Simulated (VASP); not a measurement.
A run of VASP 6.6.1:

The input INCAR:

```
  ALGO = Normal
  EDIFF = 1E-6
  ENCUT = 520
  GGA = PS
  ISIF = 2
  ISMEAR = -1
  LASPH = T
  LCHARG = T
  LELF = T
  LREAL = F
  LVHAR = T
  LWAVE = F
  NBANDS = 16
  NELM = 80
  PREC = Accurate
  SIGMA = 0.05
```

File KPOINTS:

```
k-points
0
Gamma
  8 8 8
```

POSCAR

```
InP
1.0
    0.0000000000      2.7502506615      2.7502506615
    2.7502506615      0.0000000000      2.7502506615
    2.7502506615      2.7502506615      0.0000000000
In P
1 1
Direct
    0.0000000000      0.0000000000      0.0000000000
    0.5000000000      0.5000000000      0.5000000000
```

Potentials or basis: VASP PAW PBE potentials, release 64 (In_d, P).

The run is started by

```bash
$ cat potpaw_PBE.64/In_d/POTCAR potpaw_PBE.64/P/POTCAR > POTCAR
$ mpirun -np 1 vasp_std > vasp.out
```

Hardware: 1 thread of Intel Xeon 6975P-C, on a shared host.

Task: Estimate the wall time of this run.

Result: Run time: 15 s on 1 thread of Intel Xeon 6975P-C (shared host), peak memory 0.17 GiB. Counts: scf iterations 12, k points 29.
